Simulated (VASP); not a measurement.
# CuO2 (Cmcm) in VASP: single point with PBE+D3(BJ)+U

Aim: the single point of CuO2 with PBE+D3(BJ)+U.

All numbers are computed with VASP 6.6.1; they aren't measurements. Logs are shortened: lines on timing, memory, paths and dates and some standing lists are left out, and cuts for length are marked.

### Step 1. The cell of the first run

It takes space group Cmcm (No. 63, orthorhombic). Conventional cell: a = 2.825 Å, b = 10.421 Å, c = 4.343 Å, α = 90.00°, β = 90.00°, γ = 90.00°. Cu (site symmetry m2m) has 6 O at 1.86 to 2.22 Å within 2.5 Å. O (site symmetry m2m) has 2 Cu at 1.86 Å and 3 O at 2.42 to 2.47 Å within 2.5 Å. O (site symmetry m2m) has 4 Cu at 1.90 to 2.22 Å and 1 O at 2.47 Å within 2.5 Å.

### Step 2. Single point, PBE+D3(BJ)+U, collinear spin

INCAR reads:

```
SYSTEM = CuO2
PREC = Accurate
ENCUT = 820
EDIFF = 1E-6
ISMEAR = 0
SIGMA = 0.1
LREAL = .False.
LASPH = .True.
NELM = 200
ALGO = Normal
ISIF = 2
LWAVE = .False.
LCHARG = .True.
ISPIN = 2
MAGMOM = 1 1 0 0 0 0
LORBIT = 11
LMAXMIX = 4
LDAU = .True.
LDAUTYPE = 2
LDAUL = 2 -1
LDAUU = 4 0
LDAUJ = 0 0
LDAUPRINT = 1
GGA = PE
IVDW = 12
LELF = .True.
LVHAR = .True.
NBANDS = 44
GGA_COMPAT = .False.
```

KPOINTS reads:

```
regular mesh
0
Gamma
  6 6 4
  0 0 0
```

POSCAR reads:

```
CuO2
1.0
    1.4126150000     -5.2107470000      0.0000000000
    1.4126150000      5.2107470000      0.0000000000
    0.0000000000      0.0000000000      4.3434240000
Cu O
2 4
Direct
    0.8327470000      0.1672530000      0.2500000000
    0.1672530000      0.8327470000      0.7500000000
    0.4485140000      0.5514860000      0.2500000000
    0.5514860000      0.4485140000      0.7500000000
    0.2110300000      0.7889700000      0.2500000000
    0.7889700000      0.2110300000      0.7500000000
```

Potentials or basis: VASP PAW PBE potentials, release 64 (Cu_sv_GW, O).

The run is started by

```bash
> cat potpaw_PBE.64/Cu_sv_GW/POTCAR potpaw_PBE.64/O/POTCAR > POTCAR
> mpirun -np 1 vasp_std > vasp.out
```

OUTCAR:

```text
SYSTEM = CuO2
   PREC = Accurate
   ENCUT = 820
   EDIFF = 1E-6
   ISMEAR = 0
   LREAL = .False.
   LASPH = .True.
   NELM = 200
   ISIF = 2
   ISPIN = 2
   LORBIT = 11
   GGA = PE
   IVDW = 12
 IVDW          = 12

 ion  position               nearest neighbor table
   1  0.833  0.167  0.250-   3 1.86   3 1.86   5 1.90   5 1.90   6 2.22   6 2.22
   2  0.167  0.833  0.750-   4 1.86   4 1.86   6 1.90   6 1.90   5 2.22   5 2.22
   3  0.449  0.551  0.250-   1 1.86   1 1.86
   4  0.551  0.449  0.750-   2 1.86   2 1.86
   5  0.211  0.789  0.250-   1 1.90   1 1.90   2 2.22   2 2.22
   6  0.789  0.211  0.750-   2 1.90   2 1.90   1 2.22   1 2.22

  LATTYP: Found a base centered orthorhombic cell.
 ALAT       =     2.8252300000
 B/A-ratio  =     3.6887241039
 C/A-ratio  =     1.5373700548

  Lattice vectors:

 A1 = (   1.4126150000,  -5.2107470000,   0.0000000000)
 A2 = (   1.4126150000,   5.2107470000,   0.0000000000)
 A3 = (   0.0000000000,   0.0000000000,   4.3434240000)

Analysis of symmetry for initial positions (statically):
=====================================================================
 Subroutine PRICEL returns:
 Original cell was already a primitive cell.

 Routine SETGRP: Setting up the symmetry group for a
 base centered orthorhombic supercell.

 Subroutine GETGRP returns: Found  8 space group operations
 (whereof  4 operations were pure point group operations)
 out of a pool of  8 trial point group operations.

The static configuration has the point symmetry C_2h.
 The point group associated with its full space group is D_2h.

Analysis of symmetry for dynamics (positions and initial velocities):
=====================================================================
 Subroutine PRICEL returns:
 Original cell was already a primitive cell.

 Routine SETGRP: Setting up the symmetry group for a
 base centered orthorhombic supercell.

 Subroutine GETGRP returns: Found  8 space group operations
 (whereof  4 operations were pure point group operations)
[... 229 lines left out ...]
  o =  0.9459  v =  0.0000 -1.0000 -0.0000  0.0000 -0.0000  0.0000  0.0000  0.0000  0.0000  0.0000      0.0000  0.0000  0.0000  0.0000  0.0000  0.0000  0.0000  0.0000  0.0000  0.0000
  o =  0.9594  v =  0.0000  0.0000  0.0000  0.0000  0.0000  0.0000 -0.0000 -0.1090 -0.0000 -0.9940      0.0000  0.0000  0.0000  0.0000  0.0000  0.0000  0.0000  0.0000  0.0000  0.0000
  o =  0.9619  v =  0.0000  0.0000 -0.7902  0.0000  0.6129  0.0000  0.0000  0.0000  0.0000  0.0000      0.0000  0.0000  0.0000  0.0000  0.0000  0.0000  0.0000  0.0000  0.0000  0.0000
  o =  0.9631  v =  0.0000  0.0000 -0.6129  0.0000 -0.7902  0.0000  0.0000  0.0000  0.0000  0.0000      0.0000  0.0000  0.0000  0.0000  0.0000  0.0000  0.0000  0.0000  0.0000  0.0000

 number of electron      62.0000006 magnetization       0.8629414

 Free energy of the ion-electron system (eV)
  ---------------------------------------------------
  ext. energy  EPLUGINS =         0.00000000
  ---------------------------------------------------
  free energy    TOTEN  =       -23.83686489 eV

  energy without entropy =      -23.81648144  energy(sigma->0) =      -23.82667316

 E-fermi :   2.2701     XC(G=0): -11.1540

 val. band max:        2.2429571156   @ k =   0.0000   0.0000   0.0000
 cond. band min:       2.2766006065   @ k =  -0.1667   0.1667   0.2500
 fundamental gap:      0.0336434909
 Fermi energy:         2.2700528419

 spin component 1

 k-point     1 :       0.0000    0.0000    0.0000
  band No.  band energies     occupation
      1    -110.3821      1.00000
      2    -110.3817      1.00000
      3     -68.0361      1.00000
      4     -68.0348      1.00000
      5     -67.9379      1.00000
      6     -67.9355      1.00000
[... 2201 lines left out ...]
     42      18.6053      0.00000
     43      18.8801      0.00000

 [... further k-points ...]

 [bands above 43 left out]

------------------------ aborting loop because EDIFF is reached ----------------------------------------

 Edisp (eV)   -1.08322

 E8    (eV) :    -0.3836

  FORCE on cell =-STRESS in cart. coord.  units (eV):
  Direction    XX          YY          ZZ          XY          YZ          ZX
  --------------------------------------------------------------------------------------
  -------------------------------------------------------------------------------------
  Total      -2.91280    -2.21379    -0.83703     0.00000     0.00000     0.00000
  in kB     -72.98520   -55.47048   -20.97321     0.00000     0.00000     0.00000
  external pressure =      -49.81 kB  Pullay stress =        0.00 kB

 VOLUME and BASIS-vectors are now :
 -----------------------------------------------------------------------------
  energy-cutoff  :      820.00
  volume of cell :       63.94
      direct lattice vectors                 reciprocal lattice vectors
     1.412615000 -5.210747000  0.000000000     0.353953483 -0.095955532  0.000000000
     1.412615000  5.210747000  0.000000000     0.353953483  0.095955532  0.000000000
     0.000000000  0.000000000  4.343424000     0.000000000  0.000000000  0.230233106

 POSITION                                       TOTAL-FORCE (eV/Angst)
 -----------------------------------------------------------------------------------
      1.41261     -3.46772      1.08586         0.000000      0.003090      0.000000
      1.41261      3.46772      3.25757         0.000000     -0.003090     -0.000000
      1.41261      0.53656      1.08586         0.000000     -0.166315     -0.000000
      1.41261     -0.53656      3.25757         0.000000      0.166315     -0.000000
      1.41261      3.01150      1.08586         0.000000     -0.474966      0.000000
      1.41261     -3.01150      3.25757         0.000000      0.474966      0.000000
 -----------------------------------------------------------------------------------
    total drift:                               -0.000000     -0.000000      0.000000

  FREE ENERGIE OF THE ION-ELECTRON SYSTEM (eV)
  ---------------------------------------------------
  free  energy   TOTEN  =       -24.9200847965 eV

  energy  without entropy=      -24.8997013474  energy(sigma->0) =      -24.90989307

 total charge

# of ion       s       p       d       f       tot
--------------------------------------------------
    1        2.269   6.519   8.751   0.022  17.560
    2        2.269   6.519   8.751   0.022  17.560
    3        1.604   3.203   0.000   0.000   4.807
    4        1.604   3.203   0.000   0.000   4.807
    5        1.591   3.292   0.000   0.000   4.883
    6        1.591   3.292   0.000   0.000   4.883
--------------------------------------------------
tot         10.927  26.029  17.501   0.044  54.501

 magnetization (x)

# of ion       s       p       d       f       tot
--------------------------------------------------
    1       -0.002  -0.007   0.155   0.000   0.146
    2       -0.002  -0.007   0.155   0.000   0.146
    3       -0.000  -0.022   0.000   0.000  -0.022
    4       -0.000  -0.022   0.000   0.000  -0.022
    5        0.004   0.275   0.000   0.000   0.279
    6        0.004   0.275   0.000   0.000   0.279
--------------------------------------------------
tot          0.004   0.494   0.309   0.000   0.808
```

Wall time 33 min (1 thread of Intel Xeon Platinum 8259CL at 2.50GHz (Skylake/Cascade Lake), shared host); peak memory 0.62 GiB.

Results:

| Property | Result |
| --- | --- |
| Free energy | -24.9201 eV |
| Pressure | -5.0 GPa |
| Largest force | 0.475 eV/Å |
| Net moment | 0.86 μB per cell |
| Site moments | Cu +0.15; O -0.02, +0.28 (each value once) μB |
| Valence electrons inside the program's atomic spheres | Cu 17.56; O 4.81, 4.88 (each value once) |
| Dispersion energy per atom | -0.181 eV |

Forces in eV/Å, atoms in the order of the input:
```
Cu   0.000  0.003  0.000
Cu   0.000 -0.003  0.000
O    0.000 -0.166  0.000
O    0.000  0.166  0.000
O    0.000 -0.475  0.000
O    0.000  0.475  0.000
```

Stress tensor (GPa, compression positive):
```
-7.30  0.00  0.00
 0.00 -5.55  0.00
 0.00  0.00 -2.10
```

Levels at points of the mesh, in eV from the Fermi level:
Spin up:
```csv
k point,band 27,band 28,band 29,band 30,band 31,band 32,band 33,band 34,band 35,band 36
"(0.00, 0.00, 0.00)",-1.51,-1.48,-1.35,-1.09,-0.48,-0.03,1.20,1.50,6.27,10.63
"(0.50, 0.00, 0.00)",-2.39,-2.30,-2.14,-2.09,-1.60,0.39,0.84,0.91,10.48,10.85
"(0.50, 0.50, 0.00)",-1.88,-1.38,-1.32,-1.32,-1.19,0.36,1.36,1.49,7.78,8.69
"(0.00, 0.00, 0.50)",-1.75,-1.75,-0.94,-0.94,0.11,0.11,1.35,1.35,8.81,8.81
"(0.50, 0.00, 0.50)",-3.12,-3.12,-0.78,-0.78,-0.07,-0.07,0.98,0.98,10.39,10.39
"(0.50, 0.50, 0.50)",-1.82,-1.82,-0.43,-0.43,-0.28,-0.28,1.44,1.44,9.60,9.60
```
Spin down:
```tsv
k point	band 27	band 28	band 29	band 30	band 31	band 32	band 33	band 34	band 35	band 36
(0.00, 0.00, 0.00)	-1.33	-1.12	-0.77	-0.75	-0.35	0.06	1.42	1.66	6.37	10.71
(0.50, 0.00, 0.00)	-2.09	-1.83	-1.64	-1.54	-1.28	0.37	1.03	1.11	10.58	10.95
(0.50, 0.50, 0.00)	-1.81	-1.18	-1.13	-0.79	-0.51	0.44	1.55	1.69	7.92	8.78
(0.00, 0.00, 0.50)	-1.57	-1.57	-0.68	-0.68	0.53	0.53	1.54	1.54	8.99	8.99
(0.50, 0.00, 0.50)	-3.00	-3.00	-0.71	-0.71	0.66	0.66	1.15	1.15	10.43	10.43
(0.50, 0.50, 0.50)	-1.65	-1.65	-0.43	-0.43	0.38	0.38	1.64	1.64	9.80	9.80
```

Eigenvalues of the final occupation matrices:
| site | spin | trace | eigenvalues |
| --- | --- | --- | --- |
| site 1 d | 1 | 4.47 | 0.65 0.95 0.95 0.96 0.96 |
| site 1 d | 2 | 4.31 | 0.64 0.84 0.94 0.94 0.96 |
| site 2 d | 1 | 4.47 | 0.65 0.95 0.95 0.96 0.96 |
| site 2 d | 2 | 4.31 | 0.64 0.84 0.94 0.94 0.96 |

Caveat: the k points lie up to 0.38 Å⁻¹ apart; a moment this small can come from the mesh or the smearing.
